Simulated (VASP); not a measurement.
# Ge (Fmmm) in VASP: single point with PBE

Aim: the single point of Ge with PBE.

Everything below comes from runs of VASP 6.6.1. Logs are shortened: lines on timing, memory, paths and dates and some standing lists are left out, and cuts for length are marked.

### Step 1. The cell of the first run

The structure is orthorhombic, space group Fmmm (No. 69). Conventional cell: a = 5.064 Å, b = 5.124 Å, c = 6.595 Å, α = 90.00°, β = 90.00°, γ = 90.00°. Within 3.3 Å of Ge (site symmetry mm2) lie 5 Ge at 2.52 to 2.68 Å.

The cell was built from a structure type or drawn by symmetry, and may not be a known phase.

### Step 2. Single point, PBE

INCAR reads:

```
PREC = Accurate
ENCUT = 500
EDIFF = 1E-6
ISMEAR = 0
SIGMA = 0.1
LREAL = False
LASPH = True
NELM = 120
ALGO = Normal
ISIF = 2
LWAVE = False
LCHARG = False
GGA = PE
NBANDS = 66
GGA_COMPAT = False
```

KPOINTS reads:

```
Automatic mesh
0
Gamma
  8 8 4
```

POSCAR reads:

```
Ge
1.0
    2.5618082493     -3.2976552033      0.0000000000
    2.5618082493      3.2976552033      0.0000000000
    0.0000000000      0.0000000000     10.1272030333
Ge
8
Direct
    0.8086072778      0.6913943816      0.8750002169
    0.3086056184      0.1913927222      0.1249997831
    0.8086056184      0.6913927222      0.3750002169
    0.3086072778      0.1913943816      0.6249997831
    0.1913943816      0.3086072778      0.3750002169
    0.6913927222      0.8086056184      0.6249997831
    0.1913927222      0.3086056184      0.8750002169
    0.6913943816      0.8086072778      0.1249997831
```

Potentials or basis: VASP PAW PBE potentials, release 64 (Ge_d).

Run with:

```sh
> cat potpaw_PBE.64/Ge_d/POTCAR > POTCAR
> mpirun -np 1 vasp_std > vasp.out
```

OUTCAR:

```text
PREC = Accurate
   ENCUT = 500
   EDIFF = 1E-6
   ISMEAR = 0
   LREAL = False
   LASPH = True
   NELM = 120
   ISIF = 2
   GGA = PE

 ion  position               nearest neighbor table
   1  0.809  0.691  0.875-   7 2.52   8 2.65   6 2.65   7 2.68   7 2.68
   2  0.309  0.191  0.125-   8 2.52   7 2.65   5 2.65   8 2.68   8 2.68
   3  0.809  0.691  0.375-   5 2.52   6 2.65   8 2.65   5 2.68   5 2.68
   4  0.309  0.191  0.625-   6 2.52   5 2.65   7 2.65   6 2.68   6 2.68
   5  0.191  0.309  0.375-   3 2.52   4 2.65   2 2.65   3 2.68   3 2.68
   6  0.691  0.809  0.625-   4 2.52   3 2.65   1 2.65   4 2.68   4 2.68
   7  0.191  0.309  0.875-   1 2.52   2 2.65   4 2.65   1 2.68   1 2.68
   8  0.691  0.809  0.125-   2 2.52   1 2.65   3 2.65   2 2.68   2 2.68

  LATTYP: Found a base centered orthorhombic cell.
 ALAT       =     5.1236164986
 B/A-ratio  =     1.2872373271
 C/A-ratio  =     1.9765731951

  Lattice vectors:

 A1 = (   2.5618082493,  -3.2976552033,   0.0000000000)
 A2 = (   2.5618082493,   3.2976552033,   0.0000000000)
 A3 = (   0.0000000000,   0.0000000000,  10.1272030333)

Analysis of symmetry for initial positions (statically):
=====================================================================
 Subroutine PRICEL returns following result:

  LATTYP: Found a face centered orthorhombic cell.
 ALAT       =     5.0636015166
 B/A-ratio  =     1.0118522324
 C/A-ratio  =     1.3024939630

  Lattice vectors:

 A1 = (   2.5618082493,   3.2976552033,  -0.0000000000)
 A2 = (   0.0000000000,   3.2976552033,   2.5317963651)
 A3 = (   2.5618082493,   0.0000000000,   2.5318051515)

   4 primitive cells build up your supercell.

 Routine SETGRP: Setting up the symmetry group for a
 base centered orthorhombic supercell.

 Subroutine GETGRP returns: Found  8 space group operations
 (whereof  4 operations were pure point group operations)
 out of a pool of  8 trial point group operations.

The static configuration has the point symmetry D_2 .
 The point group associated with its full space group is D_2h.

Analysis of symmetry for dynamics (positions and initial velocities):
=====================================================================
 Subroutine PRICEL returns following result:

  LATTYP: Found a face centered orthorhombic cell.
 ALAT       =     5.0636015166
 B/A-ratio  =     1.0118522324
 C/A-ratio  =     1.3024939630

  Lattice vectors:

 A1 = (   2.5618082493,   3.2976552033,  -0.0000000000)
 A2 = (   0.0000000000,   3.2976552033,   2.5317963651)
 A3 = (   2.5618082493,   0.0000000000,   2.5318051515)

   4 primitive cells build up your supercell.

 Routine SETGRP: Setting up the symmetry group for a
 base centered orthorhombic supercell.

 Subroutine GETGRP returns: Found  8 space group operations
 (whereof  4 operations were pure point group operations)
 out of a pool of  8 trial point group operations.

The dynamic configuration has the point symmetry D_2 .
 The point group associated with its full space group is D_2h.

 Subroutine INISYM returns: Found  8 space group operations
 (whereof  4 operations are pure point group operations),
 and found     4 'primitive' translations

----------------------------------------------------------------------------------------

                                     Primitive cell

  volume of cell :      42.7771

  direct lattice vectors                    reciprocal lattice vectors
     2.561808249  3.297655203 -0.000000000     0.195174978  0.151622623 -0.197487894
     0.000000000  3.297655203  2.531796365    -0.195174978  0.151623149  0.197487894
     2.561808249  0.000000000  2.531805152     0.195174300 -0.151622623  0.197487894

  length of vectors
     4.175810262  4.157465896  3.601791059     0.316360807  0.316361059  0.316360389

  position of ions in fractional coordinates (direct lattice)
     0.941395351  0.941391753  0.558606309
     0.558608911  0.558603985  0.941392748

  ion indices of the primitive-cell ions
   primitive index   ion index
                 1           1
                 2           8

----------------------------------------------------------------------------------------

 KPOINTS: Automatic mesh

Automatic generation of k-mesh.
 Grid dimensions read from file:
 generate k-points for:    8    8    4

 Generating k-lattice:

  Cartesian coordinates                     Fractional coordinates (reciprocal lattice)
     0.024396830 -0.018952861  0.000000000     0.125000000 -0.000000000  0.000000000
     0.024396830  0.018952861  0.000000000    -0.000000000  0.125000000  0.000000000
     0.000000000  0.000000000  0.024685987     0.000000000  0.000000000  0.250000000

  Length of vectors
     0.030893628  0.030893628  0.024685987

  Shift w.r.t. Gamma in fractional coordinates (k-lattice)
     0.000000000  0.000000000  0.000000000

 Subroutine IBZKPT returns following result:
 ===========================================

 Found     63 irreducible k-points:

 Following reciprocal coordinates:
            Coordinates               Weight
  0.000000  0.000000  0.000000      1.000000
  0.125000  0.000000  0.000000      4.000000
  0.250000  0.000000  0.000000      4.000000
  0.375000  0.000000  0.000000      4.000000
  0.500000  0.000000  0.000000      2.000000
  0.125000  0.125000  0.000000      2.000000
[... 16 lines left out ...]
  0.125000  0.000000  0.250000      8.000000
  0.250000  0.000000  0.250000      8.000000
 [... further k-points ...]
   k-points           NKPTS =     63   k-points in BZ     NKDIM =     63   number of bands    NBANDS=     66
   number of dos      NEDOS =    301   number of ions     NIONS =      8
   total plane-waves  NPLWV =  72000
   dimension x,y,z NGX =    30 NGY =   30 NGZ =   80
   dimension x,y,z NGXF=    60 NGYF=   60 NGZF=  160
   ions per type =               8
   NGX,Y,Z   is equivalent  to a cutoff of  11.94, 11.94, 13.13 a.u.
   NGXF,Y,Z  is equivalent  to a cutoff of  23.89, 23.89, 26.27 a.u.
 SYSTEM =  unknown system
   PREC   = accura    normal or accurate (medium, high low for compatibility)
   ISTART =      0    job   : 0-new  1-cont  2-samecut
   ICHARG =      2    charge: 1-file 2-atom 10-const
   ISPIN  =      1    spin polarized calculation?
   LNONCOLLINEAR =      F non collinear calculations
   LSORBIT =      F    spin-orbit coupling
   LASPH  =      T    aspherical Exc in radial PAW
   ENCUT  =  500.0 eV  36.75 Ry    6.06 a.u.   7.61  7.61 18.46*2*pi/ulx,y,z
   NELM   =    120;   NELMIN=  2; NELMDL= -5     # of ELM steps
   EDIFF  = 0.1E-05   stopping-criterion for ELM
   LREAL  =      F    real-space projection
   EDIFFG = 0.1E-04   stopping-criterion for IOM
   NSW    =      0    number of steps for IOM
   IBRION =     -1    ionic relax: 0-MD 1-quasi-New 2-CG
   NFREE  =      0    steps in history (QN), initial steepest desc. (CG)
   ISIF   =      2    stress and relaxation
   ISYM   =      2    0-nonsym 1-usesym 2-fastsym
   POTIM  = 0.5000    time-step for ionic-motion
   TEBEG  =    0.0;   TEEND  =   0.0 temperature during run
   PSTRESS=    0.0 pullay stress
   NELECT =     112.0000    total number of electrons
   NUPDOWN=      -1.0000    fix difference up-down
   EMIN   =  10.00;   EMAX   =-10.00  energy-range for DOS
   EFERMI =   0.00;   METHOD = LEGACY
   ISMEAR =     0;   SIGMA  =   0.10  broadening in eV -4-tet -1-fermi 0-gaus
   EFERMI_NEDOS =   21; number of points for ismear=-14 and -15
   IALGO  =     38    algorithm
   IMIX   =      4    mixing-type and parameters
     AMIX     =   0.40;   BMIX     =  1.00
     AMIX_MAG =   1.60;   BMIX_MAG =  1.00
  volume/ion in A,a.u.               =      21.39       144.34
  Fermi-wavevector in a.u.,A,eV,Ry     =   1.421424  2.686102 27.489848  2.020447
  Thomas-Fermi vector in A             =   2.542235
   LORBIT       =      0    0 simple, 1 ext, 2 COOP (PROOUT), +10 PAW based schemes
   GGA     = PE    functional components
   LHFCALC =     F    Hartree Fock is set to
   AEXX    =    0.0000 exact exchange contribution
   IVDW    =     0    specifies the selected vdW correction
   LEPSILON=     F    determine dielectric tensor
   LRPA    =     F    only Hartree local field effects (RPA)
 non-spin polarized calculation
 Gauss-broadening in eV      SIGMA  =   0.10
  energy-cutoff  :      500.00
  volume of cell :      171.11
 maximum number of plane-waves:      4384
   NGX = 15   NGY = 15   NGZ = 37

 number of electron     112.0000105 magnetization

 Free energy of the ion-electron system (eV)
  ---------------------------------------------------
  ext. energy  EPLUGINS =         0.00000000
  ---------------------------------------------------
  free energy    TOTEN  =       -34.35950362 eV

  energy without entropy =      -34.34181748  energy(sigma->0) =      -34.35066055

 E-fermi :   5.1643     XC(G=0): -10.4393

 val. band max:        5.1608690897   @ k =   0.0000   0.0000   0.2500
 cond. band min:       5.2236733941   @ k =  -0.1250   0.1250   0.0000
 fundamental gap:      0.0628043044
 Fermi energy:         5.1643004709

 k-point     1 :       0.0000    0.0000    0.0000
  band No.  band energies     occupation
      1     -19.4261      2.00000
      2     -19.3870      2.00000
      3     -19.3870      2.00000
      4     -19.3646      2.00000
      5     -19.3615      2.00000
      6     -19.3615      2.00000
[... 58 lines left out ...]
     65       8.5898      0.00000
     66       8.5899      0.00000

 k-point     2 :       0.1250    0.0000    0.0000
  band No.  band energies     occupation
      1     -19.4236      2.00000
      2     -19.3852      2.00000
      3     -19.3852      2.00000
      4     -19.3663      2.00000
      5     -19.3617      2.00000
      6     -19.3617      2.00000
[... 58 lines left out ...]
     65       9.0549      0.00000
     66       9.0550      0.00000

 k-point     3 :       0.2500    0.0000    0.0000
  band No.  band energies     occupation
      1     -19.4156      2.00000
      2     -19.3787      2.00000
      3     -19.3787      2.00000
      4     -19.3674      2.00000
      5     -19.3599      2.00000
      6     -19.3599      2.00000
[... 1438 lines left out ...]
     65       9.1087      0.00000
     66       9.4690      0.00000

 k-point    24 :       0.2500    0.0000    0.2500
  band No.  band energies     occupation
      1     -19.4134      2.00000
      2     -19.3944      2.00000
      3     -19.3703      2.00000
      4     -19.3676      2.00000
      5     -19.3621      2.00000
      6     -19.3571      2.00000
[... 58 lines left out ...]
     65       9.5488      0.00000
     66      10.2910      0.00000

 [... further k-points ...]

------------------------ aborting loop because EDIFF is reached ----------------------------------------

  FORCE on cell =-STRESS in cart. coord.  units (eV):
  Direction    XX          YY          ZZ          XY          YZ          ZX
  --------------------------------------------------------------------------------------
  -------------------------------------------------------------------------------------
  Total       -0.0088958     -0.0313032      0.0208586      0.0000000      0.0000000      0.0000000
  in kB       -0.0832964     -0.2931079      0.1953095      0.0000000      0.0000000      0.0000000
  external PRESSURE =      -0.0603649 kB  Pullay stress =       0.0000000 kB

 VOLUME and BASIS-vectors are now :
 -----------------------------------------------------------------------------
  energy-cutoff  :      500.00
  volume of cell :      171.11
      direct lattice vectors                 reciprocal lattice vectors
     2.561808249 -3.297655203  0.000000000     0.195174639 -0.151622886  0.000000000
     2.561808249  3.297655203  0.000000000     0.195174639  0.151622886  0.000000000
     0.000000000  0.000000000 10.127203033     0.000000000  0.000000000  0.098743947

 POSITION                                       TOTAL-FORCE (eV/Angst)
 -----------------------------------------------------------------------------------
      3.84272     -0.38653      8.86130         0.000000     -0.000602     -0.000000
      1.28090     -0.38653      1.26590         0.000000     -0.000602      0.000000
      3.84271     -0.38653      3.79770        -0.000000     -0.000602     -0.000000
      1.28091     -0.38653      6.32950        -0.000000     -0.000602      0.000000
      1.28091      0.38653      3.79770        -0.000000      0.000602      0.000000
      3.84271      0.38653      6.32950        -0.000000      0.000602     -0.000000
      1.28090      0.38653      8.86130         0.000000      0.000602      0.000000
      3.84272      0.38653      1.26590        -0.000000      0.000602      0.000000
 -----------------------------------------------------------------------------------
    total drift:                               -0.012248     -0.005414      0.007666

  FREE ENERGIE OF THE ION-ELECTRON SYSTEM (eV)
  ---------------------------------------------------
  free  energy   TOTEN  =       -34.3595036184 eV

  energy  without entropy=      -34.3418174812  energy(sigma->0) =      -34.35066055
```

Wall time 7.1 min (1 thread of Intel Xeon Platinum 8488C (Sapphire Rapids), shared host); peak memory 0.54 GiB.

Results:

```yaml
Free_energy: -34.3595 eV
Pressure: 0.0 GPa
Band_gap_on_the_k_mesh: zero (bands 56 and 57 overlap by 3.16 eV)
```
